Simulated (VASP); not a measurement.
# InAs (F-43m) in VASP: further runs

Runs on InAs. Level: LDA. Tasks: relaxation of cell and atoms.

Program: VASP 6.6.1. These are calculated values, not measurements. Logs are shortened: lines on timing, memory, paths and dates and some standing lists are left out, and cuts for length are marked.

## (1) The cell of the first run

Symmetry: F-43m, No. 216, cubic system. Conventional cell: a = 6.026 Å, b = 6.026 Å, c = 6.026 Å, α = 90.00°, β = 90.00°, γ = 90.00°. In (site symmetry -43m) has 4 As at 2.61 Å within 3.4 Å. Within 3.4 Å of As (site symmetry -43m) lie 4 In at 2.61 Å.

## (2) Relaxation of cell and atoms, LDA, target pressure 4 GPa, at which the enthalpy is minimised

INCAR reads:

```
SYSTEM = InAs
PREC = Accurate
ENCUT = 600
EDIFF = 1E-7
ISMEAR = -1
SIGMA = 0.08
LREAL = .FALSE.
LASPH = .TRUE.
NELM = 80
ALGO = Normal
ISIF = 3
LWAVE = .FALSE.
LCHARG = .FALSE.
GGA = CA
IBRION = 2
NSW = 100
EDIFFG = -0.002
PSTRESS = 40.0
```

KPOINTS reads:

```
regular mesh
0
G
  14 14 14
  0 0 0
```

POSCAR reads:

```
InAs
1.0
    0.0000000000      3.0129702486      3.0129702486
    3.0129702486      0.0000000000      3.0129702486
    3.0129702486      3.0129702486      0.0000000000
In As
1 1
Direct
    0.0000000000      0.0000000000      0.0000000000
    0.7500000000      0.7500000000      0.7500000000
```

Potentials or basis: VASP PAW LDA potentials, release 64 (In_d, As).

On the command line:

```sh
$ cat potpaw_LDA.64/In_d/POTCAR potpaw_LDA.64/As/POTCAR > POTCAR
$ mpirun -np 1 vasp_std > vasp.out
```

OUTCAR:

```text
SYSTEM = InAs
   PREC = Accurate
   ENCUT = 600
   EDIFF = 1E-7
   ISMEAR = -1
   LREAL = .FALSE.
   LASPH = .TRUE.
   NELM = 80
   ISIF = 3
   GGA = CA
   IBRION = 2
   NSW = 100
   EDIFFG = -0.002
   PSTRESS = 40.0

 ion  position               nearest neighbor table
   1  0.000  0.000  0.000-   2 2.61   2 2.61   2 2.61   2 2.61
   2  0.750  0.750  0.750-   1 2.61   1 2.61   1 2.61   1 2.61

  LATTYP: Found a face centered cubic cell.
 ALAT       =     6.0259404972

  Lattice vectors:

 A1 = (   0.0000000000,   3.0129702486,   3.0129702486)
 A2 = (   3.0129702486,   0.0000000000,   3.0129702486)
 A3 = (   3.0129702486,   3.0129702486,   0.0000000000)

Analysis of symmetry for initial positions (statically):
=====================================================================
 Subroutine PRICEL returns:
 Original cell was already a primitive cell.

 Routine SETGRP: Setting up the symmetry group for a
 face centered cubic supercell.

 Subroutine GETGRP returns: Found 24 space group operations
 (whereof 24 operations were pure point group operations)
 out of a pool of 48 trial point group operations.

The static configuration has the point symmetry T_d .

Analysis of symmetry for dynamics (positions and initial velocities):
=====================================================================
 Subroutine PRICEL returns:
 Original cell was already a primitive cell.

 Routine SETGRP: Setting up the symmetry group for a
 face centered cubic supercell.

 Subroutine GETGRP returns: Found 24 space group operations
 (whereof 24 operations were pure point group operations)
 out of a pool of 48 trial point group operations.

The dynamic configuration has the point symmetry T_d .

 Subroutine INISYM returns: Found 24 space group operations
 (whereof 24 operations are pure point group operations),
 and found     1 'primitive' translations

----------------------------------------------------------------------------------------

                                     Primitive cell

  volume of cell :      54.7034

  direct lattice vectors                    reciprocal lattice vectors
     0.000000000  3.012970249  3.012970249    -0.165949199  0.165949199  0.165949199
     3.012970249  0.000000000  3.012970249     0.165949199 -0.165949199  0.165949199
     3.012970249  3.012970249  0.000000000     0.165949199  0.165949199 -0.165949199

[... 100 lines left out ...]
   IALGO  =     38    algorithm
   IMIX   =      4    mixing-type and parameters
     AMIX     =   0.40;   BMIX     =  1.00
     AMIX_MAG =   1.60;   BMIX_MAG =  1.00
  volume/ion in A,a.u.               =      27.35       184.58
  Fermi-wavevector in a.u.,A,eV,Ry     =   1.130214  2.135795 17.379871  1.277385
  Thomas-Fermi vector in A             =   2.266910
   LORBIT       =      0    0 simple, 1 ext, 2 COOP (PROOUT), +10 PAW based schemes
   GGA     = CA    functional components
   LHFCALC =     F    Hartree Fock is set to
   AEXX    =    0.0000 exact exchange contribution
   IVDW    =     0    specifies the selected vdW correction
   LEPSILON=     F    determine dielectric tensor
   LRPA    =     F    only Hartree local field effects (RPA)
 conjugate gradient relaxation of ions
 non-spin polarized calculation
  energy-cutoff  :      600.00
  volume of cell :       54.70
 maximum number of plane-waves:      1850
 NGX is ok and might be reduce to    36
   NGX = 17   NGY = 17   NGZ = 17

--------------------------------------- Ionic step        1  -------------------------------------------

 number of electron      18.0000003 magnetization

 Free energy of the ion-electron system (eV)
  ---------------------------------------------------
  ext. energy  EPLUGINS =         0.00000000
  ---------------------------------------------------
  free energy    TOTEN  =        -9.03024534 eV

  energy without entropy =       -9.02990755  energy(sigma->0) =       -9.03007645

------------------------ aborting loop because EDIFF is reached ----------------------------------------

  FORCE on cell =-STRESS in cart. coord.  units (eV):
  Direction    XX          YY          ZZ          XY          YZ          ZX
  --------------------------------------------------------------------------------------
  -------------------------------------------------------------------------------------
  Total        0.0610490      0.0610490      0.0610490     -0.0000000      0.0000000     -0.0000000
  in kB        1.7880280      1.7880280      1.7880280     -0.0000000      0.0000000     -0.0000000
  external PRESSURE =     -38.2119720 kB  Pullay stress =      40.0000000 kB
[... 177 lines left out ...]
--------------------------------------- Ionic step        6  -------------------------------------------

 number of electron      17.9999998 magnetization

 Free energy of the ion-electron system (eV)
  ---------------------------------------------------
  ext. energy  EPLUGINS =         0.00000000
  ---------------------------------------------------
  free energy    TOTEN  =        -8.99386877 eV

  energy without entropy =       -8.99356609  energy(sigma->0) =       -8.99371743

 E-fermi :   5.2592     XC(G=0):  -9.6947

 val. band max:        5.0357990612   @ k =   0.0000   0.0000   0.0000
 cond. band min:       5.8423474168   @ k =   0.0714   0.0000   0.0000
 fundamental gap:      0.8065483556
 Fermi energy:         5.2592081727

 k-point     1 :       0.0000    0.0000    0.0000
  band No.  band energies     occupation
      1      -9.4771      2.00000
      2      -9.4771      2.00000
      3      -9.4771      2.00000
      4      -9.3186      2.00000
      5      -9.3186      2.00000
      6      -7.3243      2.00000
      7       4.9761      1.94356
      8       5.0358      1.88455
      9       5.0358      1.88455
     10       5.0358      1.88455
     11       8.8820      0.00000
     12       8.8820      0.00000
     13       8.8820      0.00000
[... 354 lines left out ...]
  band No.  band energies     occupation
      1      -9.5905      2.00000
      2      -9.4425      2.00000
      3      -9.4384      2.00000
      4      -9.3320      2.00000
      5      -9.3083      2.00000
      6      -6.5072      2.00000
      7       1.1592      2.00000
      8       3.6797      2.00000
      9       3.7754      2.00000
     10       7.4138      0.00000
     11       8.3498      0.00000
     12      10.3632      0.00000
     13      10.6372      0.00000

 [... further k-points ...]

------------------------ aborting loop because EDIFF is reached ----------------------------------------

  FORCE on cell =-STRESS in cart. coord.  units (eV):
  Direction    XX          YY          ZZ          XY          YZ          ZX
  --------------------------------------------------------------------------------------
  -------------------------------------------------------------------------------------
  Total        1.2935697      1.2935697      1.2935697      0.0000000      0.0000000      0.0000000
  in kB       40.0251457     40.0251457     40.0251457      0.0000000      0.0000000      0.0000000
  external PRESSURE =       0.0251457 kB  Pullay stress =      40.0000000 kB
[... 21 lines left out ...]
  energy  without entropy=       -8.9935660857  energy(sigma->0) =       -8.99371743

  enthalpy is  TOTEN    =        -7.7011117917 eV   P V=        1.2927569802

 reached required accuracy - stopping structural energy minimisation
```

OSZICAR:

```text
N       E                     dE             d eps       ncg     rms          rms(c)
DAV:   1     0.121006491985E+03    0.12101E+03   -0.92738E+03  2709   0.166E+03
DAV:   2     0.126096234523E+00   -0.12088E+03   -0.11748E+03  2759   0.348E+02
DAV:   3    -0.908867375014E+01   -0.92148E+01   -0.91049E+01  3610   0.972E+01
DAV:   4    -0.933610794576E+01   -0.24743E+00   -0.24724E+00  3004   0.176E+01
[... 52 lines left out ...]
DAV:   2    -0.899387963000E+01    0.65465E-04   -0.14275E-04  3344   0.321E-01    0.194E-02
DAV:   3    -0.899386913530E+01    0.10495E-04   -0.31907E-05  3574   0.137E-01    0.124E-02
DAV:   4    -0.899386905004E+01    0.85259E-07   -0.14143E-06  2759   0.128E-02    0.902E-03
DAV:   5    -0.899386879633E+01    0.25371E-06   -0.16803E-07  2705   0.475E-03    0.341E-03
DAV:   6    -0.899386877194E+01    0.24390E-07   -0.39403E-08  1427   0.289E-03
   6 F= -.77011118E+01 E0= -.77009604E+01  d E =-.974632E-05
```

CONTCAR:

```text
InAs
   1.00000000000000
     0.0000000000000000    2.9583246273834209    2.9583246273834209
     2.9583246273834209    0.0000000000000000    2.9583246273834209
     2.9583246273834209    2.9583246273834209   -0.0000000000000000
  In              As
     1     1
Direct
     1.0000000000000000    0.0000000000000000    0.0000000000000000
     0.7500000000000000    0.7500000000000000    0.7500000000000000

  0.00000000E+00  0.00000000E+00  0.00000000E+00
  0.00000000E+00  0.00000000E+00  0.00000000E+00
```

It took 10 min on 1 thread of Intel Xeon 8259CL, shared host; peak memory 0.26 GiB.

Results:

* Free energy: -8.9939 eV
* Relaxed volume: 25.89 Å³/atom
* Relaxed cell: a = 4.184 Å, b = 4.184 Å, c = 4.184 Å, α = 60.00°, β = 60.00°, γ = 60.00°
* Space group after relaxing (to 0.1 Å): F-43m (No. 216)
* Energy change on relaxing (the run minimises the enthalpy): +18.2 meV/atom
* Ionic steps: 6
* Pressure after relaxing: 4.0 GPa
* Band gap on the k mesh: zero (filled and empty bands touch)

The path:
```tsv
step	energy change (eV)	largest force (eV/Å)	pressure (GPa)	volume (Å³)
1	0.0000	0.0000	0.18	54.70
2	0.1104	0.0000	7.53	49.70
3	0.0361	0.0000	3.97	51.79
4	0.0375	0.0000	4.07	51.74
5	0.0355	0.0000	3.95	51.82
6	0.0364	0.0000	4.00	51.78
```

Final structure:
```cif
data_structure
_symmetry_space_group_name_H-M 'P 1'
_symmetry_Int_Tables_number 1
_cell_length_a 4.1837
_cell_length_b 4.1837
_cell_length_c 4.1837
_cell_angle_alpha 60.000
_cell_angle_beta 60.000
_cell_angle_gamma 60.000
_cell_volume 51.78
loop_
_atom_site_label
_atom_site_type_symbol
_atom_site_fract_x
_atom_site_fract_y
_atom_site_fract_z
_atom_site_occupancy
In1 In 0.00000 0.00000 0.00000 1
As1 As 0.75000 0.75000 0.75000 1
```

Levels at points of the mesh, in eV from the Fermi level:
| k point | band 7 | band 8 | band 9 | band 10 | band 11 | band 12 |
| --- | --- | --- | --- | --- | --- | --- |
| (0.00, 0.00, 0.00) | -0.28 | -0.22 | -0.22 | -0.22 | 3.62 | 3.62 |
| (0.50, 0.00, 0.00) | -6.41 | -1.33 | -1.33 | 0.73 | 4.42 | 4.42 |
| (0.50, 0.50, 0.00) | -6.43 | -2.80 | -2.80 | 1.09 | 1.73 | 9.21 |

Caveat: the cell is relaxed towards a set pressure, so the run minimises the enthalpy, not the energy; semilocal functionals underestimate gaps, and a narrow one can read as zero; spin-orbit coupling is left out, which moves the levels of the heavy elements.

## (3) Relaxation of cell and atoms, LDA, target pressure 7 GPa, at which the enthalpy is minimised

INCAR reads:

```
SYSTEM = InAs
PREC = Accurate
ENCUT = 600
EDIFF = 1E-6
ISMEAR = -1
SIGMA = 0.08
LREAL = .False.
LASPH = .True.
NELM = 60
ALGO = Normal
ISIF = 3
LWAVE = .False.
LCHARG = .False.
GGA = CA
IBRION = 2
NSW = 100
EDIFFG = -0.002
PSTRESS = 70.0
```

KPOINTS reads:

```
Automatic mesh
0
Gamma
  14 14 14
  0 0 0
```

POSCAR is that of step 2.

Potentials or basis: VASP PAW LDA potentials, release 64 (In_d, As).

On the command line:

```sh
$ cat potpaw_LDA.64/In_d/POTCAR potpaw_LDA.64/As/POTCAR > POTCAR
$ mpirun -np 1 vasp_std > vasp.out
```

Wall time 9.1 min (1 thread of Intel Xeon 8259CL, shared host); peak memory 0.26 GiB.

The run converged. Its results:

- Free energy: -8.9324 eV
- Relaxed volume: 24.99 Å³/atom
- Relaxed cell: a = 4.135 Å, b = 4.135 Å, c = 4.135 Å, α = 60.00°, β = 60.00°, γ = 60.00°
- Space group after relaxing (to 0.1 Å): F-43m (No. 216)
- Energy change on relaxing (the run minimises the enthalpy): +48.9 meV/atom
- Ionic steps: 6
- Pressure after relaxing: 7.0 GPa
- Band gap on the k mesh: 0.12 eV

The path:
| step | energy change (eV) | largest force (eV/Å) | pressure (GPa) | volume (Å³) |
| --- | --- | --- | --- | --- |
| 1 | 0.0000 | 0.0000 | 0.17 | 54.70 |
| 2 | 0.3776 | 0.0000 | 16.09 | 45.98 |
| 3 | 0.0949 | 0.0000 | 6.90 | 50.04 |
| 4 | 0.0988 | 0.0000 | 7.05 | 49.95 |
| 5 | 0.0968 | 0.0000 | 6.95 | 50.00 |
| 6 | 0.0978 | 0.0000 | 7.01 | 49.98 |

Final structure:
```
In As
1.0
     0.00000    2.92357    2.92357
     2.92357    0.00000    2.92357
     2.92357    2.92357    0.00000
In As
1 1
Direct
  0.00000 0.00000 0.00000
  0.75000 0.75000 0.75000
```

Levels at points of the mesh, in eV from the valence-band top:
```csv
k point,band 6,band 7,band 8,band 9,band 10,band 11,band 12,band 13
"(0.00, 0.00, 0.00)",-12.62,0.00,0.00,0.00,0.12,3.85,3.85,3.85
"(0.50, 0.00, 0.00)",-10.79,-6.39,-1.16,-1.16,1.03,4.65,4.65,6.77
"(0.50, 0.50, 0.00)",-10.14,-6.38,-2.71,-2.71,1.24,1.95,9.68,9.85
```

Caveat: the cell is relaxed towards a set pressure, so the run minimises the enthalpy, not the energy; the smearing spreads over this small gap; semilocal functionals underestimate gaps, and a narrow one can read as zero; spin-orbit coupling is left out, which moves the levels of the heavy elements. LDA usually gives volumes a few per cent too small.

(Part 1 of 2 ends here.)

The gap in the log of VASP goes by the Fermi energy; the results here count the filled bands.